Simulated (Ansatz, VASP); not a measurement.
## One calculation of SnO, two programs

Contents of INCAR:

```
  PREC = Accurate
  ENCUT = 520
  EDIFF = 1E-6
  ISMEAR = 0
  SIGMA = 0.01
  LREAL = False
  LASPH = True
  NELM = 60
  ALGO = Normal
  ISIF = 2
  LWAVE = False
  LCHARG = True
  GGA = PS
  LELF = True
  LVHAR = True
  NBANDS = 28
```

The input KPOINTS:

```
regular mesh
0
Gamma
  8 6 8
```

Contents of POSCAR:

```
SnO
1.0
    3.3550000000      0.0000000000      0.0000000000
    0.0000000000      5.6741000000      0.0000000000
    0.0000000000      0.0000000000      4.2219700000
Sn O
2 2
Direct
    0.0000000000      0.2319100000      0.5131400000
    0.5000000000      0.7680900000      0.0131400000
    0.0000000000      0.8912500000      0.7368600000
    0.5000000000      0.1087500000      0.2368600000
```

Input for Ansatz:

```yaml
crystal:
  lattice:
    bravais: orthorhombic
    a: 3.355
    b: 5.6741
    c: 4.22197
  space_group: 31
  setting:
    hermann_mauguin: Pmn21
  atoms:
    - { symbol: Sn, position: [0.0, 0.23191, 0.51314] }
    - { symbol: O, position: [0.0, 0.89125, 0.73686] }
kpoints:
  mp_grid:
    grid: [8, 6, 8]
hamiltonian:
  xc: pbesol
scf:
  convergence:
    dr2_threshold: 1.0e-10
  occupations:
    method: fixed
output:
  forces: true
  stress: true
```

Alike in both runs: task single point; functional PBEsol; k mesh 8 × 6 × 8; no spin polarisation.

|  | VASP | Ansatz |
| --- | --- | --- |
| version | VASP 6.6.1 | Ansatz 0.2.0 |
| potentials or method | VASP PAW PBE potentials, release 64 (Sn_d, O) | plane waves, PAW |
| plane-wave cutoff (eV) | 520 | 420 |
| occupations | gaussian, width 0.01 eV | fixed |
| valence electrons in the cell | 40 | 40 |

```tsv
	VASP	Ansatz	Ansatz less VASP
pressure (GPa)	-2.9	-3.1	-0.20
traceless stress, the component that is largest in VASP (GPa)	-0.62	-0.65	-0.031
rms of the force components (eV/Å)	0.156	0.188	+0.0314
```

VASP's potentials were made for PBE, not for PBEsol. Atom by atom the forces differ by 0.033 eV/Å (rms over components).
